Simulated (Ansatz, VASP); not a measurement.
**ZrN in VASP and in Ansatz**

```
CELL_PARAMETERS angstrom
0.00000 2.30000 2.30000
2.30000 0.00000 2.30000
2.30000 2.30000 0.00000
ATOMIC_POSITIONS crystal
Zr 0.50000 0.50000 0.50000
N 0.00000 0.00000 0.00000
```

Alike in both runs: task single point; functional PBE; k mesh 7 × 7 × 7; occupations fermi-dirac, width 0.1 eV; no spin polarisation.

|  | VASP | Ansatz |
| --- | --- | --- |
| version | VASP 6.6.1 | Ansatz 0.2.0 |
| potentials or method | VASP PAW PBE potentials, release 64 (Zr_sv, N), cutoff 600 eV | plane waves, PAW |
| valence electrons in the cell | 17 | 17 |

```csv
,VASP,Ansatz,Ansatz less VASP
pressure (GPa),-0.4,-0.6,-0.14
```
